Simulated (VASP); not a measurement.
# Sc (Im-3m) in VASP: single point with PBE

Aim: the single point of Sc with PBE.

Program: VASP 6.6.1. These are calculated values, not measurements. Logs are shortened: lines on timing, memory, paths and dates and some standing lists are left out, and cuts for length are marked.

## (1) The cell of the first run

The structure is cubic, space group Im-3m (No. 229). Conventional cell: a = 3.677 Å, b = 3.677 Å, c = 3.677 Å, α = 90.00°, β = 90.00°, γ = 90.00°. Within 4.2 Å of Sc (site symmetry m-3m) lie 14 Sc at 3.18 to 3.68 Å.

## (2) Single point, PBE

File INCAR:

```
SYSTEM = Sc
PREC = Accurate
ENCUT = 520
EDIFF = 1E-6
ISMEAR = 0
SIGMA = 0.05
LREAL = .FALSE.
LASPH = .TRUE.
NELM = 80
ALGO = Normal
ISIF = 2
LWAVE = .FALSE.
LCHARG = .FALSE.
GGA = PE
NBANDS = 12
```

File KPOINTS:

```
Automatic mesh
0
G
  16 16 16
  0 0 0
```

File POSCAR:

```
Sc
1.0
   -1.8386837403      1.8386837403      1.8386837403
    1.8386837403     -1.8386837403      1.8386837403
    1.8386837403      1.8386837403     -1.8386837403
Sc
1
Direct
    0.0000000000      0.0000000000      0.0000000000
```

Potentials or basis: VASP PAW PBE potentials, release 64 (Sc_sv).

Launch:

```console
$ cat potpaw_PBE.64/Sc_sv/POTCAR > POTCAR
$ mpirun -np 1 vasp_std > vasp.out
```

OUTCAR:

```text
SYSTEM = Sc
   PREC = Accurate
   ENCUT = 520
   EDIFF = 1E-6
   ISMEAR = 0
   LREAL = .FALSE.
   LASPH = .TRUE.
   NELM = 80
   ISIF = 2
   GGA = PE

 ion  position               nearest neighbor table
   1  0.000  0.000  0.000-

  LATTYP: Found a body centered cubic cell.
 ALAT       =     3.6773674806

  Lattice vectors:

 A1 = (  -1.8386837403,   1.8386837403,   1.8386837403)
 A2 = (   1.8386837403,  -1.8386837403,   1.8386837403)
 A3 = (   1.8386837403,   1.8386837403,  -1.8386837403)

Analysis of symmetry for initial positions (statically):
=====================================================================
 Subroutine PRICEL returns:
 Original cell was already a primitive cell.

 Routine SETGRP: Setting up the symmetry group for a
 body centered cubic supercell.

 Subroutine GETGRP returns: Found 48 space group operations
 (whereof 48 operations were pure point group operations)
 out of a pool of 48 trial point group operations.

The static configuration has the point symmetry O_h .

Analysis of symmetry for dynamics (positions and initial velocities):
=====================================================================
 Subroutine PRICEL returns:
 Original cell was already a primitive cell.

 Routine SETGRP: Setting up the symmetry group for a
 body centered cubic supercell.

 Subroutine GETGRP returns: Found 48 space group operations
 (whereof 48 operations were pure point group operations)
 out of a pool of 48 trial point group operations.

The dynamic configuration has the point symmetry O_h .

 Subroutine INISYM returns: Found 48 space group operations
 (whereof 48 operations are pure point group operations),
 and found     1 'primitive' translations

----------------------------------------------------------------------------------------

                                     Primitive cell

  volume of cell :      24.8646

  direct lattice vectors                    reciprocal lattice vectors
    -1.838683740  1.838683740  1.838683740     0.000000000  0.271933660  0.271933660
     1.838683740 -1.838683740  1.838683740     0.271933660  0.000000000  0.271933660
     1.838683740  1.838683740 -1.838683740     0.271933660  0.271933660  0.000000000

  length of vectors
     3.184693657  3.184693657  3.184693657     0.384572271  0.384572271  0.384572271

  position of ions in fractional coordinates (direct lattice)
     0.000000000  0.000000000  0.000000000

  ion indices of the primitive-cell ions
[... 75 lines left out ...]
   LREAL  =      F    real-space projection
   EDIFFG = 0.1E-04   stopping-criterion for IOM
   NSW    =      0    number of steps for IOM
   IBRION =     -1    ionic relax: 0-MD 1-quasi-New 2-CG
   NFREE  =      0    steps in history (QN), initial steepest desc. (CG)
   ISIF   =      2    stress and relaxation
   ISYM   =      2    0-nonsym 1-usesym 2-fastsym
   POTIM  = 0.5000    time-step for ionic-motion
   TEBEG  =    0.0;   TEEND  =   0.0 temperature during run
   PSTRESS=    0.0 pullay stress
   NELECT =      11.0000    total number of electrons
   NUPDOWN=      -1.0000    fix difference up-down
   EMIN   =  10.00;   EMAX   =-10.00  energy-range for DOS
   EFERMI =   0.00;   METHOD = LEGACY
   ISMEAR =     0;   SIGMA  =   0.05  broadening in eV -4-tet -1-fermi 0-gaus
   EFERMI_NEDOS =   21; number of points for ismear=-14 and -15
   IALGO  =     38    algorithm
   IMIX   =      4    mixing-type and parameters
     AMIX     =   0.40;   BMIX     =  1.00
     AMIX_MAG =   1.60;   BMIX_MAG =  1.00
  volume/ion in A,a.u.               =      24.86       167.79
  Fermi-wavevector in a.u.,A,eV,Ry     =   1.247418  2.357278 21.171370  1.556052
  Thomas-Fermi vector in A             =   2.381551
   LORBIT       =      0    0 simple, 1 ext, 2 COOP (PROOUT), +10 PAW based schemes
   GGA     = PE    functional components
   LHFCALC =     F    Hartree Fock is set to
   AEXX    =    0.0000 exact exchange contribution
   IVDW    =     0    specifies the selected vdW correction
   LEPSILON=     F    determine dielectric tensor
   LRPA    =     F    only Hartree local field effects (RPA)
 non-spin polarized calculation
 Gauss-broadening in eV      SIGMA  =   0.05
  energy-cutoff  :      520.00
  volume of cell :       24.86
 maximum number of plane-waves:       691
   NGX = 11   NGY = 11   NGZ = 11

 number of electron      11.0000001 magnetization

 Free energy of the ion-electron system (eV)
  ---------------------------------------------------
  ext. energy  EPLUGINS =         0.00000000
  ---------------------------------------------------
  free energy    TOTEN  =        -6.14561692 eV

  energy without entropy =       -6.14161850  energy(sigma->0) =       -6.14361771

 E-fermi :   3.7394     XC(G=0):  -9.8484

 val. band max:        3.7281001164   @ k =   0.3125   0.1875  -0.0000
 cond. band min:       3.7430509099   @ k =   0.2500   0.1875   0.1250
 fundamental gap:      0.0149507935
 Fermi energy:         3.7393609390

 k-point     1 :       0.0000    0.0000    0.0000
  band No.  band energies     occupation
      1     -45.8807      2.00000
      2     -24.2931      2.00000
      3     -24.2931      2.00000
      4     -24.2931      2.00000
      5      -1.4792      2.00000
      6       5.1756      0.00000
      7       5.1756      0.00000
      8       5.1756      0.00000
      9       6.5650      0.00000
     10       6.5650      0.00000
     11      17.7899      0.00000
     12      17.7899      0.00000
[... 331 lines left out ...]
 k-point    24 :       0.2500    0.1875   -0.0000
  band No.  band energies     occupation
      1     -45.8269      2.00000
      2     -24.5904      2.00000
      3     -24.4145      2.00000
      4     -24.3247      2.00000
      5       1.6051      2.00000
      6       3.8653      0.00037
      7       4.2168      0.00000
      8       6.3196      0.00000
      9       6.8676      0.00000
     10       7.6199      0.00000
     11      12.5678      0.00000
     12      13.5003      0.00000

 [... further k-points ...]
[... 5 lines left out ...]
  --------------------------------------------------------------------------------------
  -------------------------------------------------------------------------------------
  Total        0.0043719      0.0043719      0.0043719      0.0000000      0.0000000      0.0000000
  in kB        0.2817059      0.2817059      0.2817059      0.0000000      0.0000000      0.0000000
  external PRESSURE =       0.2817059 kB  Pullay stress =       0.0000000 kB

 VOLUME and BASIS-vectors are now :
 -----------------------------------------------------------------------------
  energy-cutoff  :      520.00
  volume of cell :       24.86
      direct lattice vectors                 reciprocal lattice vectors
    -1.838683740  1.838683740  1.838683740     0.000000000  0.271933660  0.271933660
     1.838683740 -1.838683740  1.838683740     0.271933660  0.000000000  0.271933660
     1.838683740  1.838683740 -1.838683740     0.271933660  0.271933660  0.000000000

 POSITION                                       TOTAL-FORCE (eV/Angst)
 -----------------------------------------------------------------------------------
      0.00000      0.00000      0.00000        -0.000000      0.000000      0.000000
 -----------------------------------------------------------------------------------
    total drift:                                0.000000      0.000000      0.000000

  FREE ENERGIE OF THE ION-ELECTRON SYSTEM (eV)
  ---------------------------------------------------
  free  energy   TOTEN  =        -6.1456169165 eV

  energy  without entropy=       -6.1416185030  energy(sigma->0) =       -6.14361771
```

OSZICAR:

```text
N       E                     dE             d eps       ncg     rms          rms(c)
DAV:   1     0.737160288904E+02    0.73716E+02   -0.51497E+03  3504   0.896E+02
DAV:   2    -0.548107429268E+01   -0.79197E+02   -0.77668E+02  3484   0.283E+02
DAV:   3    -0.689463610352E+01   -0.14136E+01   -0.13942E+01  4664   0.506E+01
DAV:   4    -0.691860534063E+01   -0.23969E-01   -0.23959E-01  4260   0.525E+00
DAV:   5    -0.691901170956E+01   -0.40637E-03   -0.40637E-03  4672   0.653E-01    0.531E+00
DAV:   6    -0.623305591227E+01    0.68596E+00   -0.96118E-01  5256   0.144E+01    0.157E+00
DAV:   7    -0.615163942311E+01    0.81416E-01   -0.17866E-01  5420   0.578E+00    0.631E-01
DAV:   8    -0.614655612083E+01    0.50833E-02   -0.18044E-02  3884   0.200E+00    0.201E-01
DAV:   9    -0.614562476562E+01    0.93136E-03   -0.32394E-03  4928   0.845E-01    0.292E-02
DAV:  10    -0.614561862604E+01    0.61396E-05   -0.89482E-05  5316   0.120E-01    0.945E-03
DAV:  11    -0.614561657150E+01    0.20545E-05   -0.53775E-06  5336   0.334E-02    0.114E-03
DAV:  12    -0.614561691652E+01   -0.34502E-06   -0.52436E-08  1848   0.275E-03
   1 F= -.61456169E+01 E0= -.61436177E+01  d E =-.399841E-02
```

stdout:

```text
POSCAR found type information on POSCAR Sc
 POSCAR found :  1 types and       1 ions
 scaLAPACK will be used
 LDA part: xc-table for (Slater+PW92), standard interpolation
 POSCAR, INCAR and KPOINTS ok, starting setup
 FFT: planning ... GRIDC
 FFT: planning ... GRID_SOFT
 FFT: planning ... GRID
 WAVECAR not read
 entering main loop
```

Run time: 14 s. Hardware: 1 thread of Intel Xeon Platinum 8375C at 2.90GHz (Ice Lake), shared host; peak memory 0.16 GiB.

Results:

- Free energy: -6.1456 eV
- Pressure: 0.0 GPa

Levels at points of the mesh, in eV from the Fermi level:
| k point | band 3 | band 4 | band 5 | band 6 | band 7 | band 8 |
| --- | --- | --- | --- | --- | --- | --- |
| (0.00, 0.00, 0.00) | -28.03 | -28.03 | -5.22 | 1.44 | 1.44 | 1.44 |
| (0.50, 0.00, 0.00) | -28.16 | -28.03 | -1.77 | 0.28 | 0.43 | 2.80 |
| (0.50, 0.50, 0.50) | -28.30 | -28.30 | -1.21 | -1.21 | 3.82 | 3.82 |
